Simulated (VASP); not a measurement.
Here is a VASP 6.6.1 calculation.

Contents of INCAR:

```
SYSTEM = NaHF2
PREC     = Accurate       ! precision mode
ENCUT    = 520            ! plane-wave cutoff, eV
EDIFF    = 1E-8           ! SCF threshold, eV
ISMEAR   = -1             ! smearing method
SIGMA    = 0.02           ! smearing width, eV
LREAL    = .FALSE.        ! projectors in reciprocal space
LASPH    = .TRUE.         ! aspherical terms in the spheres
NELM     = 80             ! most SCF steps
ALGO     = Normal         ! electronic algorithm
ISIF     = 2              ! what is computed and relaxed
LWAVE    = .FALSE.        ! write WAVECAR
LCHARG   = .FALSE.        ! write CHGCAR
LEFG     = .TRUE.       
NBANDS   = 19             ! bands
```

Contents of KPOINTS:

```
regular mesh
0
G
  10 10 10
  0 0 0
```

File POSCAR:

```
NaHF2
1.0
    1.7630141214      1.0178766776      4.6388706988
   -1.7630141214      1.0178766776      4.6388706988
    0.0000000000     -2.0357533553      4.6388706988
Na H F
1 1 2
Direct
    0.0000000000      0.0000000000      0.0000000000
    0.5000000000      0.5000000000      0.5000000000
    0.4100000000      0.4100000000      0.4100000000
    0.5900000000      0.5900000000      0.5900000000
```

Potentials or basis: VASP PAW LDA potentials, release 64 (Na_pv, H, F).

The run is started by

```console
$ cat potpaw_LDA.64/Na_pv/POTCAR potpaw_LDA.64/H/POTCAR potpaw_LDA.64/F/POTCAR > POTCAR
$ mpirun -np 1 vasp_std > vasp.out
```

Estimate the largest force.

2.037 eV/Å.

Predict the pressure.

-7.8 GPa.

Forces on the atoms (eV/Å):
```
Na   0.000  0.000  0.000
H    0.000  0.000  0.000
F    0.000  0.000  2.037
F    0.000  0.000 -2.037
```

Caveat: the cell differs from its parent crystal (equal xx and yy strain of +2 %); the cell stands under tension; without QUAD_EFG the Cq values of the log hold for a quadrupole moment of 1 mb, not for the nuclei; forces of over 1 eV/Å act on the atoms, so gaps and moduli don't describe the material at rest.
